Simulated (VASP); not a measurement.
# Hf (P6_3/mmc) in VASP: single point with PBEsol

Aim: the single point of Hf with PBEsol.

Everything below comes from runs of VASP 6.6.1. Logs are shortened: lines on timing, memory, paths and dates and some standing lists are left out, and cuts for length are marked.

### 1 The cell of the first run

It takes space group P6_3/mmc (No. 194, hexagonal). The conventional cell has a = 3.192 Å, b = 3.192 Å, c = 5.045 Å, α = 90.00°, β = 90.00°, γ = 120.00°. Within 4.1 Å of Hf (site symmetry -6m2) lie 12 Hf at 3.12 to 3.19 Å.

### 2 Single point, PBEsol

The input, INCAR:

```
PREC = Accurate
ENCUT = 500
EDIFF = 1E-6
ISMEAR = 0
SIGMA = 0.1
LREAL = False
LASPH = True
NELM = 120
ALGO = Normal
ISIF = 2
LWAVE = False
LCHARG = False
GGA = PS
NBANDS = 17
GGA_COMPAT = False
```

The input, KPOINTS:

```
regular mesh
0
Gamma
  6 6 4
```

The input, POSCAR:

```
Hf
1.0
    3.1923846315      0.0000000000      0.0000000000
   -1.5961923157      2.7646861895      0.0000000000
    0.0000000000      0.0000000000      5.0450416400
Hf
2
Direct
    0.3333333300      0.6666666700      0.2500000000
    0.6666666700      0.3333333300      0.7500000000
```

Potentials or basis: VASP PAW PBE potentials, release 64 (Hf_pv).

Launch:

```bash
cat potpaw_PBE.64/Hf_pv/POTCAR > POTCAR
mpirun -np 1 vasp_std > vasp.out
```

OUTCAR:

```text
PREC = Accurate
   ENCUT = 500
   EDIFF = 1E-6
   ISMEAR = 0
   LREAL = False
   LASPH = True
   NELM = 120
   ISIF = 2
   GGA = PS

 ion  position               nearest neighbor table
   1  0.333  0.667  0.250-   2 3.12   2 3.12   2 3.12   2 3.12   2 3.12   2 3.12
   2  0.667  0.333  0.750-   1 3.12   1 3.12   1 3.12   1 3.12   1 3.12   1 3.12

  LATTYP: Found a hexagonal cell.
 ALAT       =     3.1923846315
 C/A-ratio  =     1.5803364013

  Lattice vectors:

 A1 = (   3.1923846315,   0.0000000000,   0.0000000000)
 A2 = (  -1.5961923157,   2.7646861895,   0.0000000000)
 A3 = (   0.0000000000,   0.0000000000,   5.0450416400)

Analysis of symmetry for initial positions (statically):
=====================================================================
 Subroutine PRICEL returns:
 Original cell was already a primitive cell.

 Routine SETGRP: Setting up the symmetry group for a
 hexagonal supercell.

 Subroutine GETGRP returns: Found 24 space group operations
 (whereof 12 operations were pure point group operations)
 out of a pool of 24 trial point group operations.

The static configuration has the point symmetry D_3d.
 The point group associated with its full space group is D_6h.

Analysis of symmetry for dynamics (positions and initial velocities):
=====================================================================
 Subroutine PRICEL returns:
 Original cell was already a primitive cell.

 Routine SETGRP: Setting up the symmetry group for a
 hexagonal supercell.

 Subroutine GETGRP returns: Found 24 space group operations
 (whereof 12 operations were pure point group operations)
 out of a pool of 24 trial point group operations.

The dynamic configuration has the point symmetry D_3d.
 The point group associated with its full space group is D_6h.

 Subroutine INISYM returns: Found 24 space group operations
 (whereof 12 operations are pure point group operations),
 and found     1 'primitive' translations

----------------------------------------------------------------------------------------

                                     Primitive cell

  volume of cell :      44.5272

  direct lattice vectors                    reciprocal lattice vectors
     3.192384631  0.000000000  0.000000000     0.313245462  0.180852352  0.000000000
    -1.596192316  2.764686189  0.000000000     0.000000000  0.361704704  0.000000000
     0.000000000  0.000000000  5.045041640     0.000000000  0.000000000  0.198214419

  length of vectors
     3.192384631  3.192384631  5.045041640     0.361704704  0.361704704  0.198214419

  position of ions in fractional coordinates (direct lattice)
     0.333333330  0.666666670  0.250000000
     0.666666670  0.333333330  0.750000000

  ion indices of the primitive-cell ions
   primitive index   ion index
                 1           1
                 2           2

----------------------------------------------------------------------------------------

 KPOINTS: regular mesh

Automatic generation of k-mesh.
 Grid dimensions read from file:
 generate k-points for:    6    6    4

 Generating k-lattice:

  Cartesian coordinates                     Fractional coordinates (reciprocal lattice)
     0.052207577  0.030142059  0.000000000     0.166666667  0.000000000  0.000000000
     0.000000000  0.060284117  0.000000000     0.000000000  0.166666667  0.000000000
     0.000000000  0.000000000  0.049553605     0.000000000  0.000000000  0.250000000

  Length of vectors
     0.060284117  0.060284117  0.049553605

  Shift w.r.t. Gamma in fractional coordinates (k-lattice)
     0.000000000  0.000000000  0.000000000

 Subroutine IBZKPT returns following result:
 ===========================================

 Found     21 irreducible k-points:

 Following reciprocal coordinates:
            Coordinates               Weight
  0.000000  0.000000  0.000000      1.000000
  0.166667  0.000000  0.000000      6.000000
  0.333333  0.000000  0.000000      6.000000
  0.500000  0.000000  0.000000      3.000000
  0.166667  0.166667  0.000000      6.000000
  0.333333  0.166667  0.000000     12.000000
[... 13 lines left out ...]
  0.333333  0.166667  0.500000     12.000000
  0.333333  0.333333  0.500000      2.000000
   k-points           NKPTS =     21   k-points in BZ     NKDIM =     21   number of bands    NBANDS=     17
   number of dos      NEDOS =    301   number of ions     NIONS =      2
   total plane-waves  NPLWV =  23040
   dimension x,y,z NGX =    24 NGY =   24 NGZ =   40
   dimension x,y,z NGXF=    48 NGYF=   48 NGZF=   80
   ions per type =               2
   NGX,Y,Z   is equivalent  to a cutoff of  12.50, 12.50, 13.18 a.u.
   NGXF,Y,Z  is equivalent  to a cutoff of  25.00, 25.00, 26.36 a.u.
 SYSTEM =  unknown system
   PREC   = accura    normal or accurate (medium, high low for compatibility)
   ISTART =      0    job   : 0-new  1-cont  2-samecut
   ICHARG =      2    charge: 1-file 2-atom 10-const
   ISPIN  =      1    spin polarized calculation?
   LNONCOLLINEAR =      F non collinear calculations
   LSORBIT =      F    spin-orbit coupling
   LASPH  =      T    aspherical Exc in radial PAW
   ENCUT  =  500.0 eV  36.75 Ry    6.06 a.u.   5.82  5.82  9.20*2*pi/ulx,y,z
   NELM   =    120;   NELMIN=  2; NELMDL= -5     # of ELM steps
   EDIFF  = 0.1E-05   stopping-criterion for ELM
   LREAL  =      F    real-space projection
   EDIFFG = 0.1E-04   stopping-criterion for IOM
   NSW    =      0    number of steps for IOM
   IBRION =     -1    ionic relax: 0-MD 1-quasi-New 2-CG
   NFREE  =      0    steps in history (QN), initial steepest desc. (CG)
   ISIF   =      2    stress and relaxation
   ISYM   =      2    0-nonsym 1-usesym 2-fastsym
   POTIM  = 0.5000    time-step for ionic-motion
   TEBEG  =    0.0;   TEEND  =   0.0 temperature during run
   PSTRESS=    0.0 pullay stress
   NELECT =      20.0000    total number of electrons
   NUPDOWN=      -1.0000    fix difference up-down
   EMIN   =  10.00;   EMAX   =-10.00  energy-range for DOS
   EFERMI =   0.00;   METHOD = LEGACY
   ISMEAR =     0;   SIGMA  =   0.10  broadening in eV -4-tet -1-fermi 0-gaus
   EFERMI_NEDOS =   21; number of points for ismear=-14 and -15
   IALGO  =     38    algorithm
   IMIX   =      4    mixing-type and parameters
     AMIX     =   0.40;   BMIX     =  1.00
     AMIX_MAG =   1.60;   BMIX_MAG =  1.00
  volume/ion in A,a.u.               =      22.26       150.24
  Fermi-wavevector in a.u.,A,eV,Ry     =   1.253746  2.369236 21.386713  1.571879
  Thomas-Fermi vector in A             =   2.387584
   LORBIT       =      0    0 simple, 1 ext, 2 COOP (PROOUT), +10 PAW based schemes
   GGA     = PS    functional components
   LHFCALC =     F    Hartree Fock is set to
   AEXX    =    0.0000 exact exchange contribution
   IVDW    =     0    specifies the selected vdW correction
   LEPSILON=     F    determine dielectric tensor
   LRPA    =     F    only Hartree local field effects (RPA)
 non-spin polarized calculation
 Gauss-broadening in eV      SIGMA  =   0.10
  energy-cutoff  :      500.00
  volume of cell :       44.53
 maximum number of plane-waves:      1140
 NGX is ok and might be reduce to    24
   NGX = 11   NGY = 11   NGZ = 19

 number of electron      20.0000003 magnetization

 Free energy of the ion-electron system (eV)
  ---------------------------------------------------
  ext. energy  EPLUGINS =         0.00000000
  ---------------------------------------------------
  free energy    TOTEN  =       -20.96668250 eV

  energy without entropy =      -20.94876857  energy(sigma->0) =      -20.95772553

 E-fermi :   4.8472     XC(G=0): -11.4133

 val. band max:        4.7575331434   @ k =   0.1667   0.0000   0.0000
 cond. band min:       4.8501558878   @ k =   0.3333   0.3333   0.2500
 fundamental gap:      0.0926227445
 Fermi energy:         4.8471613313

 k-point     1 :       0.0000    0.0000    0.0000
  band No.  band energies     occupation
      1     -26.2313      2.00000
      2     -25.4782      2.00000
      3     -25.4782      2.00000
      4     -25.3466      2.00000
      5     -25.3466      2.00000
      6     -25.3414      2.00000
[... 9 lines left out ...]
     16       7.4129      0.00000
     17      10.1448      0.00000

 k-point     2 :       0.1667    0.0000    0.0000
  band No.  band energies     occupation
      1     -26.1603      2.00000
      2     -25.6238      2.00000
      3     -25.5260      2.00000
      4     -25.4975      2.00000
      5     -25.3756      2.00000
      6     -25.3670      2.00000
[... 9 lines left out ...]
     16       7.5230      0.00000
     17      10.6400      0.00000

 k-point     3 :       0.3333    0.0000    0.0000
  band No.  band energies     occupation
      1     -25.9864      2.00000
      2     -25.9146      2.00000
      3     -25.7772      2.00000
      4     -25.6150      2.00000
      5     -25.4753      2.00000
      6     -25.4130      2.00000
[... 9 lines left out ...]
     16       9.4492      0.00000
     17      11.1550      0.00000

 k-point     4 :       0.5000    0.0000    0.0000
  band No.  band energies     occupation
      1     -26.0587      2.00000
      2     -25.9082      2.00000
      3     -25.8561      2.00000
      4     -25.6573      2.00000
      5     -25.5681      2.00000
      6     -25.4374      2.00000
[... 9 lines left out ...]
     16      11.2954      0.00000
     17      11.7883      0.00000
[... 283 lines left out ...]
      1     -25.9455      2.00000
      2     -25.9455      2.00000
      3     -25.5811      2.00000
      4     -25.5811      2.00000
      5     -25.4901      2.00000
      6     -25.4901      2.00000
[... 9 lines left out ...]
     16       9.4853      0.00000
     17      10.3746      0.00000

 k-point    20 :       0.3333    0.1667    0.5000
  band No.  band energies     occupation
      1     -26.0677      2.00000
      2     -26.0677      2.00000
      3     -25.6776      2.00000
      4     -25.6776      2.00000
      5     -25.4966      2.00000
      6     -25.4966      2.00000
[... 9 lines left out ...]
     16      10.3824      0.00000
     17      11.6615      0.00000

 k-point    21 :       0.3333    0.3333    0.5000
  band No.  band energies     occupation
      1     -26.0259      2.00000
      2     -26.0259      2.00000
      3     -25.8121      2.00000
      4     -25.8121      2.00000
      5     -25.4820      2.00000
      6     -25.4820      2.00000
[... 9 lines left out ...]
     16       9.8670      0.00000
     17      13.4187      0.00000

------------------------ aborting loop because EDIFF is reached ----------------------------------------

  FORCE on cell =-STRESS in cart. coord.  units (eV):
  Direction    XX          YY          ZZ          XY          YZ          ZX
  --------------------------------------------------------------------------------------
  -------------------------------------------------------------------------------------
  Total       -1.0211141     -1.0211141     -0.8221445     -0.0000000      0.0000000     -0.0000000
  in kB      -36.7416843    -36.7416843    -29.5823671     -0.0000000      0.0000000     -0.0000000
  external PRESSURE =     -34.3552452 kB  Pullay stress =       0.0000000 kB

 VOLUME and BASIS-vectors are now :
 -----------------------------------------------------------------------------
  energy-cutoff  :      500.00
  volume of cell :       44.53
      direct lattice vectors                 reciprocal lattice vectors
     3.192384631  0.000000000  0.000000000     0.313245462  0.180852352  0.000000000
    -1.596192316  2.764686189  0.000000000     0.000000000  0.361704704  0.000000000
     0.000000000  0.000000000  5.045041640     0.000000000  0.000000000  0.198214419

 POSITION                                       TOTAL-FORCE (eV/Angst)
 -----------------------------------------------------------------------------------
     -0.00000      1.84312      1.26126        -0.000000      0.000000      0.000000
      1.59619      0.92156      3.78378         0.000000      0.000000      0.000000
 -----------------------------------------------------------------------------------
    total drift:                               -0.000002      0.000001     -0.000000

  FREE ENERGIE OF THE ION-ELECTRON SYSTEM (eV)
  ---------------------------------------------------
  free  energy   TOTEN  =       -20.9666824999 eV

  energy  without entropy=      -20.9487685695  energy(sigma->0) =      -20.95772553
```

Run time: 20 s. Hardware: 1 thread of Intel Xeon 8259CL, shared host; peak memory 0.16 GiB.

Results:

```yaml
Free_energy: -20.9667 eV
Pressure: -3.4 GPa
Band_gap_on_the_k_mesh: zero (bands 10 and 11 overlap by 1.34 eV)
```

Stress tensor (GPa, compression positive):
```
-3.67  0.00  0.00
 0.00 -3.67  0.00
 0.00  0.00 -2.96
```

Levels at points of the mesh, in eV from the Fermi level:
| k point | band 6 | band 7 | band 8 | band 9 | band 10 | band 11 | band 12 | band 13 | band 14 | band 15 |
| --- | --- | --- | --- | --- | --- | --- | --- | --- | --- | --- |
| (0.00, 0.00, 0.00) | -30.19 | -7.46 | -3.79 | 0.64 | 1.11 | 1.11 | 1.41 | 1.94 | 1.94 | 2.57 |
| (0.50, 0.00, 0.00) | -30.28 | -3.42 | -2.82 | -2.29 | -0.84 | 0.71 | 0.83 | 1.63 | 5.85 | 6.37 |
| (0.00, 0.00, 0.50) | -30.26 | -5.47 | -5.47 | 0.10 | 0.10 | 0.99 | 0.99 | 0.99 | 0.99 | 4.76 |
| (0.50, 0.00, 0.50) | -30.40 | -3.48 | -3.48 | -1.05 | -1.05 | 1.15 | 1.15 | 2.59 | 2.59 | 6.08 |

Caveat: the k points lie up to 0.38 Å⁻¹ apart, too coarse for converged energies and pressures of a metal; the PAW data sets were made with another functional, which shifts forces and pressure a little; spin-orbit coupling is left out, which moves the levels of the heavy elements.
